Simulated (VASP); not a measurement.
Write the native input for VASP 6.6.1 that does the following.

| Item | Value |
| --- | --- |
| Task | single point |
| Functional | PBEsol |
| Potentials or basis | VASP PAW PBE potentials, release 64 (Gd) |
| Cutoff | 520 eV |
| k mesh | 13 × 13 × 8 |
| Occupations | fermi-dirac, width 0.05 eV |
| Spin | collinear spin, ferromagnetic start |
| Starting moments | [7.339, 7.339] μB |
| Dipole correction | no |
| Further INCAR settings | ALGO = Normal; EDIFF = 1e-06; NBANDS = 29 |

The structure of Gd lies in POSCAR:

```
Gd
1.0
    3.5168411819      0.0000000000      0.0000000000
   -1.7584205910      3.0456738046      0.0000000000
    0.0000000000      0.0000000000      5.6179558379
Gd
2
Direct
    0.3333333333      0.6666666667      0.2500000000
    0.6666666667      0.3333333333      0.7500000000
```

The input as run:

INCAR

```
SYSTEM = Gd
PREC = Accurate
ENCUT = 520
EDIFF = 1E-6
ISMEAR = -1
SIGMA = 0.05
LREAL = .FALSE.
LASPH = .TRUE.
NELM = 150
ALGO = Normal
ISIF = 2
LWAVE = .FALSE.
LCHARG = .FALSE.
ISPIN = 2
MAGMOM = 7.339 7.339
LORBIT = 11
LMAXMIX = 6
GGA = PS
NBANDS = 29
```

KPOINTS

```
regular mesh
0
G
  13 13 8
  0 0 0
```

Potentials or basis: VASP PAW PBE potentials, release 64 (Gd).

Launch:

```sh
$ cat potpaw_PBE.64/Gd/POTCAR > POTCAR
$ mpirun -np 1 vasp_std > vasp.out
```

It gave:

```json
{"Pressure": "1.4 GPa", "Net moment": "15.16 μB per cell", "Site moments": "Gd +7.00 μB", "Valence electrons inside the program's atomic spheres": "Gd 15.22"}
```

Caveat: the PAW data sets were made with another functional, which shifts forces and pressure a little.

Run time: 14 min on 1 thread of Intel(R) Xeon(R) Platinum 8259CL CPU @ 2.50GHz (Skylake/Cascade Lake) (shared host), peak memory 0.42 GiB.
